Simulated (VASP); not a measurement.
A run of VASP 6.6.1 is set up as follows.

The input INCAR:

```
PREC     = Accurate       # precision mode
ENCUT    = 600            # plane-wave cutoff, eV
EDIFF    = 1E-6           # SCF threshold, eV
ISMEAR   = 0              # smearing method
SIGMA    = 0.1            # smearing width, eV
LREAL    = False          # projectors in reciprocal space
LASPH    = True           # aspherical terms in the spheres
NELM     = 120            # most SCF steps
ALGO     = Normal         # electronic algorithm
ISIF     = 2              # what is computed and relaxed
LWAVE    = False          # write WAVECAR
LCHARG   = False          # write CHGCAR
GGA      = PE             # functional
NBANDS   = 27             # bands
GGA_COMPAT= False
```

Contents of KPOINTS:

```
regular mesh
0
Gamma
  6 6 1
```

File POSCAR:

```
SiBN2
1.0
    2.6919336810      0.0000000000      0.0000000000
   -1.3459668405      2.3312829530      0.0000000000
    0.0000000000      0.0000000000     16.1728272945
Si B N
2 2 4
Direct
    0.0000000000      0.0000000000      0.0753149053
    0.0000000000      0.0000000000      0.9246850947
    0.3333333333      0.6666666667      0.3724216415
    0.6666666667      0.3333333333      0.6275783585
    0.6666666667      0.3333333333      0.3724106030
    0.3333333333      0.6666666667      0.6275893970
    0.3333333333      0.6666666667      0.1165798794
    0.6666666667      0.3333333333      0.8834201206
```

Potentials or basis: VASP PAW PBE potentials, release 64 (Si, B, N).

Command:

```bash
$ cat potpaw_PBE.64/Si/POTCAR potpaw_PBE.64/B/POTCAR potpaw_PBE.64/N/POTCAR > POTCAR
$ mpirun -np 1 vasp_std > vasp.out
```

Question: Predict the largest force.

Answer: 0.039 eV/Å.

Question: What does it give for the pressure?

Answer: -0.1 GPa.

Forces in eV/Å, atoms in the order of the input:
```
Si   0.000  0.000  0.023
Si   0.000  0.000 -0.023
B    0.000  0.000 -0.001
B    0.000  0.000  0.001
N    0.000  0.000  0.001
N    0.000  0.000 -0.001
N    0.000  0.000 -0.039
N    0.000  0.000  0.039
```

Caveat: the k points lie up to 0.45 Å⁻¹ apart; this functional lacks dispersion, which binds layers or chains, so the pressure and a relaxed spacing across them are unreliable.
